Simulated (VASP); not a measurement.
# Ga (Cmce) in VASP: further runs, part 2 of 2

VASP 6.6.1. The steps go on from the part before.

## Step 3: Single point, LDA

This run uses another cell than the first one, of 19.01 Å³/atom.

Input file INCAR:

```
PREC     = Accurate       # precision mode
ENCUT    = 520            # plane-wave cutoff, eV
EDIFF    = 1E-6           # SCF threshold, eV
ISMEAR   = 1              # smearing method
SIGMA    = 0.05           # smearing width, eV
LREAL    = F              # projectors in reciprocal space
LASPH    = T              # aspherical terms in the spheres
NELM     = 100            # most SCF steps
ALGO     = Normal         # electronic algorithm
ISIF     = 2              # what is computed and relaxed
LWAVE    = F              # write WAVECAR
LCHARG   = F              # write CHGCAR
NBANDS   = 34             # bands
```

Input file KPOINTS:

```
regular mesh
0
Gamma
  11 11 9
```

Input file POSCAR:

```
Ga
1.0
    2.2386550038     -3.7918054353      0.0000000000
    2.2386550038      3.7918054353      0.0000000000
    0.0000000000      0.0000000000      4.4782999058
Ga
4
Direct
    0.3451000000      0.6549000000      0.4190000000
    0.1549000000      0.8451000000      0.9190000000
    0.6549000000      0.3451000000      0.5810000000
    0.8451000000      0.1549000000      0.0810000000
```

Potentials or basis: VASP PAW LDA potentials, release 64 (Ga_d).

Started as:

```sh
> cat potpaw_LDA.64/Ga_d/POTCAR > POTCAR
> mpirun -np 1 vasp_std > vasp.out
```

OUTCAR:

```text
PREC = Accurate
   ENCUT = 520
   EDIFF = 1E-6
   ISMEAR = 1
   LREAL = F
   LASPH = T
   NELM = 100
   ISIF = 2

 ion  position               nearest neighbor table
   1  0.345  0.655  0.419-   3 2.46   2 2.66   2 2.66   4 2.70   4 2.70   3 2.76   3 2.76
   2  0.155  0.845  0.919-   4 2.46   1 2.66   1 2.66   3 2.70   3 2.70   4 2.76   4 2.76
   3  0.655  0.345  0.581-   1 2.46   4 2.66   4 2.66   2 2.70   2 2.70   1 2.76   1 2.76
   4  0.845  0.155  0.081-   2 2.46   3 2.66   3 2.66   1 2.70   1 2.70   2 2.76   2 2.76

  LATTYP: Found a base centered orthorhombic cell.
 ALAT       =     4.4773100076
 B/A-ratio  =     1.6937873093
 C/A-ratio  =     1.0002210922

  Lattice vectors:

 A1 = (   2.2386550038,  -3.7918054353,   0.0000000000)
 A2 = (   2.2386550038,   3.7918054353,   0.0000000000)
 A3 = (   0.0000000000,   0.0000000000,   4.4782999058)

Analysis of symmetry for initial positions (statically):
=====================================================================
 Subroutine PRICEL returns:
 Original cell was already a primitive cell.

 Routine SETGRP: Setting up the symmetry group for a
 base centered orthorhombic supercell.

 Subroutine GETGRP returns: Found  8 space group operations
 (whereof  4 operations were pure point group operations)
 out of a pool of  8 trial point group operations.

The static configuration has the point symmetry C_2h.
 The point group associated with its full space group is D_2h.

Analysis of symmetry for dynamics (positions and initial velocities):
=====================================================================
 Subroutine PRICEL returns:
 Original cell was already a primitive cell.

 Routine SETGRP: Setting up the symmetry group for a
 base centered orthorhombic supercell.

 Subroutine GETGRP returns: Found  8 space group operations
 (whereof  4 operations were pure point group operations)
 out of a pool of  8 trial point group operations.

The dynamic configuration has the point symmetry C_2h.
 The point group associated with its full space group is D_2h.

 Subroutine INISYM returns: Found  8 space group operations
 (whereof  4 operations are pure point group operations),
 and found     1 'primitive' translations

----------------------------------------------------------------------------------------

                                     Primitive cell

  volume of cell :      76.0285

  direct lattice vectors                    reciprocal lattice vectors
     2.238655004 -3.791805435  0.000000000     0.223348394 -0.131863306  0.000000000
     2.238655004  3.791805435  0.000000000     0.223348394  0.131863306  0.000000000
     0.000000000  0.000000000  4.478299906     0.000000000  0.000000000  0.223299024

  length of vectors
     4.403335632  4.403335632  4.478299906     0.259369305  0.259369305  0.223299024

  position of ions in fractional coordinates (direct lattice)
     0.345100000  0.654900000  0.419000000
     0.154900000  0.845100000  0.919000000
     0.654900000  0.345100000  0.581000000
     0.845100000  0.154900000  0.081000000

  ion indices of the primitive-cell ions
   primitive index   ion index
                 1           1
                 2           2
                 3           3
                 4           4

----------------------------------------------------------------------------------------

 KPOINTS: regular mesh

Automatic generation of k-mesh.
 Grid dimensions read from file:
 generate k-points for:   11   11    9

 Generating k-lattice:

  Cartesian coordinates                     Fractional coordinates (reciprocal lattice)
     0.020304399 -0.011987573  0.000000000     0.090909091  0.000000000  0.000000000
     0.020304399  0.011987573  0.000000000     0.000000000  0.090909091  0.000000000
     0.000000000  0.000000000  0.024811003     0.000000000  0.000000000  0.111111111

  Length of vectors
     0.023579028  0.023579028  0.024811003

  Shift w.r.t. Gamma in fractional coordinates (k-lattice)
     0.000000000  0.000000000  0.000000000

 Subroutine IBZKPT returns following result:
 ===========================================

 Found    180 irreducible k-points:

 Following reciprocal coordinates:
            Coordinates               Weight
  0.000000  0.000000  0.000000      1.000000
  0.090909  0.000000  0.000000      4.000000
  0.181818  0.000000  0.000000      4.000000
  0.272727  0.000000  0.000000      4.000000
  0.363636  0.000000  0.000000      4.000000
  0.454545  0.000000  0.000000      4.000000
[... 16 lines left out ...]
 -0.272727  0.181818  0.000000      4.000000
 -0.181818  0.181818  0.000000      2.000000
 [... further k-points ...]
   k-points           NKPTS =    180   k-points in BZ     NKDIM =    180   number of bands    NBANDS=     34
   number of dos      NEDOS =    301   number of ions     NIONS =      4
   total plane-waves  NPLWV =  46656
   dimension x,y,z NGX =    36 NGY =   36 NGZ =   36
   dimension x,y,z NGXF=    72 NGYF=   72 NGZF=   72
   ions per type =               4
   NGX,Y,Z   is equivalent  to a cutoff of  13.59, 13.59, 13.36 a.u.
   NGXF,Y,Z  is equivalent  to a cutoff of  27.18, 27.18, 26.73 a.u.
 SYSTEM =  unknown system
   PREC   = accura    normal or accurate (medium, high low for compatibility)
   ISTART =      0    job   : 0-new  1-cont  2-samecut
   ICHARG =      2    charge: 1-file 2-atom 10-const
   ISPIN  =      1    spin polarized calculation?
   LNONCOLLINEAR =      F non collinear calculations
   LSORBIT =      F    spin-orbit coupling
   LASPH  =      T    aspherical Exc in radial PAW
   ENCUT  =  520.0 eV  38.22 Ry    6.18 a.u.   8.19  8.19  8.33*2*pi/ulx,y,z
   NELM   =    100;   NELMIN=  2; NELMDL= -5     # of ELM steps
   EDIFF  = 0.1E-05   stopping-criterion for ELM
   LREAL  =      F    real-space projection
   EDIFFG = 0.1E-04   stopping-criterion for IOM
   NSW    =      0    number of steps for IOM
   IBRION =     -1    ionic relax: 0-MD 1-quasi-New 2-CG
   NFREE  =      0    steps in history (QN), initial steepest desc. (CG)
   ISIF   =      2    stress and relaxation
   ISYM   =      2    0-nonsym 1-usesym 2-fastsym
   POTIM  = 0.5000    time-step for ionic-motion
   TEBEG  =    0.0;   TEEND  =   0.0 temperature during run
   PSTRESS=    0.0 pullay stress
   NELECT =      52.0000    total number of electrons
   NUPDOWN=      -1.0000    fix difference up-down
   EMIN   =  10.00;   EMAX   =-10.00  energy-range for DOS
   EFERMI =   0.00;   METHOD = LEGACY
   ISMEAR =     1;   SIGMA  =   0.05  broadening in eV -4-tet -1-fermi 0-gaus
   EFERMI_NEDOS =   21; number of points for ismear=-14 and -15
   IALGO  =     38    algorithm
   IMIX   =      4    mixing-type and parameters
     AMIX     =   0.40;   BMIX     =  1.00
     AMIX_MAG =   1.60;   BMIX_MAG =  1.00
  volume/ion in A,a.u.               =      19.01       128.27
  Fermi-wavevector in a.u.,A,eV,Ry     =   1.442394  2.725729 28.306915  2.080500
  Thomas-Fermi vector in A             =   2.560919
   LORBIT       =      0    0 simple, 1 ext, 2 COOP (PROOUT), +10 PAW based schemes
   GGA     = CA    functional components
   LHFCALC =     F    Hartree Fock is set to
   AEXX    =    0.0000 exact exchange contribution
   IVDW    =     0    specifies the selected vdW correction
   LEPSILON=     F    determine dielectric tensor
   LRPA    =     F    only Hartree local field effects (RPA)
 non-spin polarized calculation
 Methfessel and Paxton  Order N= 1 SIGMA  =   0.05
  energy-cutoff  :      520.00
  volume of cell :       76.03
 maximum number of plane-waves:      2066
 NGX is ok and might be reduce to    36
   NGX = 17   NGY = 17   NGZ = 17

 number of electron      52.0000014 magnetization

 Free energy of the ion-electron system (eV)
  ---------------------------------------------------
  ext. energy  EPLUGINS =         0.00000000
  ---------------------------------------------------
  free energy    TOTEN  =       -14.40931558 eV

  energy without entropy =      -14.40928134  energy(sigma->0) =      -14.40930417

 E-fermi :   5.0233     XC(G=0): -11.1246

 val. band max:        5.0087833919   @ k =   0.0909   0.0000   0.0000
 cond. band min:       5.0243147987   @ k =   0.0909   0.0000   0.2222
 fundamental gap:      0.0155314068
 Fermi energy:         5.0233080850

 k-point     1 :       0.0000    0.0000    0.0000
  band No.  band energies     occupation
      1     -10.2324      2.00000
      2     -10.2300      2.00000
      3     -10.2036      2.00000
      4     -10.1812      2.00000
      5     -10.1481      2.00000
      6     -10.1219      2.00000
[... 877 lines left out ...]
     33      10.6998      0.00000
     34      11.2630      0.00000

 [... further k-points ...]
[... 5 lines left out ...]
  --------------------------------------------------------------------------------------
  -------------------------------------------------------------------------------------
  Total       -1.0449841     -0.6706184     -1.0534770      0.0000000     -0.0000000      0.0000000
  in kB      -22.0213462    -14.1321959    -22.2003210      0.0000000     -0.0000000      0.0000000
  external PRESSURE =     -19.4512877 kB  Pullay stress =       0.0000000 kB

 VOLUME and BASIS-vectors are now :
 -----------------------------------------------------------------------------
  energy-cutoff  :      520.00
  volume of cell :       76.03
      direct lattice vectors                 reciprocal lattice vectors
     2.238655004 -3.791805435  0.000000000     0.223348394 -0.131863306  0.000000000
     2.238655004  3.791805435  0.000000000     0.223348394  0.131863306  0.000000000
     0.000000000  0.000000000  4.478299906     0.000000000  0.000000000  0.223299024

 POSITION                                       TOTAL-FORCE (eV/Angst)
 -----------------------------------------------------------------------------------
      2.23866      1.17470      1.87641         0.000000      0.158687     -0.058003
      2.23866      2.61710      4.11556         0.000000     -0.158687     -0.058003
      2.23866     -1.17470      2.60189         0.000000     -0.158687      0.058003
      2.23866     -2.61710      0.36274         0.000000      0.158687      0.058003
 -----------------------------------------------------------------------------------
    total drift:                               -0.000000      0.000000      0.000000

  FREE ENERGIE OF THE ION-ELECTRON SYSTEM (eV)
  ---------------------------------------------------
  free  energy   TOTEN  =       -14.4093155785 eV

  energy  without entropy=      -14.4092813445  energy(sigma->0) =      -14.40930417
```

It took 3.5 min on 1 thread of AMD EPYC 9R45 (Zen 5), shared host; peak memory 0.38 GiB.

Results:

```
Free energy            : -14.4093 eV
Pressure               : -1.9 GPa
Largest force          : 0.169 eV/Å
Band gap on the k mesh : zero (bands 26 and 27 overlap by 1.19 eV)
```

Forces in eV/Å, atoms in the order of the input:
```
Ga   0.000  0.159 -0.058
Ga   0.000 -0.159 -0.058
Ga   0.000 -0.159  0.058
Ga   0.000  0.159  0.058
```

Stress tensor (GPa, compression positive):
```
-2.20  0.00  0.00
 0.00 -1.41  0.00
 0.00  0.00 -2.22
```

## Step 4: Single point, LDA

This run uses another cell than the first one, of 19.59 Å³/atom.

Input file INCAR:

```
SYSTEM = Ga
PREC     = Accurate       ! precision mode
ENCUT    = 520            ! plane-wave cutoff, eV
EDIFF    = 1E-7           ! SCF threshold, eV
ISMEAR   = 1              ! smearing method
SIGMA    = 0.05           ! smearing width, eV
LREAL    = .False.        ! projectors in reciprocal space
LASPH    = .True.         ! aspherical terms in the spheres
NELM     = 100            ! most SCF steps
ALGO     = Normal         ! electronic algorithm
ISIF     = 2              ! what is computed and relaxed
LWAVE    = .False.        ! write WAVECAR
LCHARG   = .True.         ! write CHGCAR
GGA      = CA             ! functional
LELF     = .True.         ! ELF
LVHAR    = .True.       
NBANDS   = 34             ! bands
```

Input file KPOINTS:

```
regular mesh
0
Gamma
  11 11 9
  0 0 0
```

Input file POSCAR:

```
Ga
1.0
    2.2615000000     -3.8305000000      0.0000000000
    2.2615000000      3.8305000000      0.0000000000
    0.0000000000      0.0000000000      4.5240000000
Ga
4
Direct
    0.3451000000      0.6549000000      0.4190000000
    0.1549000000      0.8451000000      0.9190000000
    0.6549000000      0.3451000000      0.5810000000
    0.8451000000      0.1549000000      0.0810000000
```

Started as:

```sh
> cat potpaw_LDA.64/Ga_d/POTCAR > POTCAR
> mpirun -np 1 vasp_std > vasp.out
```

It took 3.5 min on 1 thread of AMD EPYC 9R45 (Zen 5), shared host; peak memory 0.39 GiB.

It converged, with:

```
Free energy            : -14.3692 eV
Pressure               : -3.5 GPa
Largest force          : 0.181 eV/Å
Band gap on the k mesh : zero (bands 26 and 27 overlap by 1.13 eV)
```

Forces in eV/Å, atoms in the order of the input:
```
Ga   0.000  0.173 -0.052
Ga   0.000 -0.173 -0.052
Ga   0.000 -0.173  0.052
Ga   0.000  0.173  0.052
```

Stress tensor (GPa, compression positive):
```
-3.62  0.00  0.00
 0.00 -3.15  0.00
 0.00  0.00 -3.81
```

Levels at points of the mesh, in eV from the Fermi level:
| k point | band 23 | band 24 | band 25 | band 26 | band 27 | band 28 | band 29 | band 30 |
| --- | --- | --- | --- | --- | --- | --- | --- | --- |
| (0.00, 0.00, 0.00) | -3.69 | -1.81 | -1.64 | -0.74 | 0.93 | 0.95 | 1.07 | 5.00 |

Caveat: the cell stands under tension.

## Step 5: The runs side by side

```csv
cell,gap on the mesh (eV),pressure (GPa),largest force (eV/Å)
"a = 4.492, b = 4.492, c = 4.569 Å, angles 90.0, 90.0, 118.9°, 4 atoms",none,-4.8,0.19
"a = 4.403, b = 4.403, c = 4.478 Å, angles 90.0, 90.0, 118.9°, 4 atoms",none,-1.9,0.17
"a = 4.448, b = 4.448, c = 4.524 Å, angles 90.0, 90.0, 118.9°, 4 atoms",none,-3.5,0.18
```

Alike in all rows: task single point; level LDA; potentials or basis VASP PAW LDA potentials, release 64 (Ga_d); no spin polarisation; k mesh 11 × 11 × 9; cutoff (eV) 520; smearing methfessel-paxton 0.05 eV.

Caveats: the cell stands under tension (at least some runs).

Total energies depend on the potentials used, so only differences within one code and one set of settings carry meaning.
